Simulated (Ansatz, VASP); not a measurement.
**InP: VASP beside Ansatz**

```
CELL_PARAMETERS angstrom
0.00000 2.91466 2.91466
2.91466 0.00000 2.91466
2.91466 2.91466 0.00000
ATOMIC_POSITIONS crystal
In 0.00000 0.00000 0.00000
P 0.25000 0.25000 0.25000
```

Change from the starting cell: volume scaled by 0.98, ions relaxed.

Alike in both runs: functional PBE; k mesh 13 × 13 × 13; occupations fermi-dirac, width 0.02 eV; no spin polarisation.

Ansatz relaxed the structure, and its values are those at the end. VASP's run is a single point on that final structure, the one shown.

```csv
,VASP,Ansatz
version,VASP 6.6.1,Ansatz 0.2.0
potentials or method,"VASP PAW PBE potentials, release 64 (In_d, P)","plane-wave PAW, scalar-relativistic"
plane-wave cutoff (eV),520,420
valence electrons in the cell,18,18
```

|  | VASP | Ansatz | Ansatz less VASP |
| --- | --- | --- | --- |
| gap on the k mesh at the Fermi level (eV) | 0.80 | 0.80 | +0.003 |
| pressure (GPa) | 4.5 | 4.6 | +0.07 |

Ansatz's warnings: stress scf threshold loose.
